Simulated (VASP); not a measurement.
Wanted: the native input for a VASP 6.6.1 run.

| Property | Result |
| --- | --- |
| Task | single point |
| Functional | PBE |
| Dispersion | D3(BJ) |
| Potentials or basis | VASP PAW PBE potentials, release 64 (Se, W_sv) |
| Cutoff | 520 eV |
| k mesh | 9 × 9 × 1 |
| Occupations | gaussian, width 0.02 eV |
| Spin | no spin polarisation |
| Dipole correction | yes |
| Further INCAR settings | ALGO = Normal; EDIFF = 1e-07; NBANDS = 35 |

The structure of WSe2 lies in POSCAR:

```
WSe2
1.0
    3.2790157617      0.0000000000      0.0000000000
   -1.6395078808      2.8397109490      0.0000000000
    0.0000000000      0.0000000000     45.5260809568
Se W
4 2
Direct
    0.3333333333      0.6666666667      0.3927753029
    0.3333333333      0.6666666667      0.4667721740
    0.6666666667      0.3333333333      0.5332278260
    0.6666666667      0.3333333333      0.6072246971
    0.6666666667      0.3333333333      0.4297737385
    0.3333333333      0.6666666667      0.5702262615
```

The input as run:

INCAR

```
ALGO = Normal
DIPOL = 0.5 0.5 0.500
EDIFF = 1E-7
ENCUT = 520
GGA = PE
IDIPOL = 3
ISIF = 2
ISMEAR = 0
IVDW = 12
LASPH = True
LCHARG = True
LDIPOL = True
LELF = True
LREAL = False
LVACPOTAV = True
LVHAR = True
LWAVE = False
NBANDS = 35
NELM = 60
PREC = Accurate
SIGMA = 0.02
```

KPOINTS

```
k-points
0
Gamma
  9 9 1
```

Potentials or basis: VASP PAW PBE potentials, release 64 (Se, W_sv).

Launch:

```bash
$ cat potpaw_PBE.64/Se/POTCAR potpaw_PBE.64/W_sv/POTCAR > POTCAR
$ mpirun -np 1 vasp_std > vasp.out
```

Results of the run:

The largest force is 0.079 eV/Å, the band gap on the k mesh is 1.37 eV, indirect (least direct gap 1.63 eV) and the dispersion energy per atom is -0.404 eV. The ionisation potential of the upper face is 4.92 eV.

Caveat: spin-orbit coupling is left out, which moves the levels of the heavy elements.

Run time: 7.9 min on 1 thread of Intel(R) Xeon(R) Platinum 8259CL CPU @ 2.50GHz (Skylake/Cascade Lake), on a shared host, peak memory 0.57 GiB.
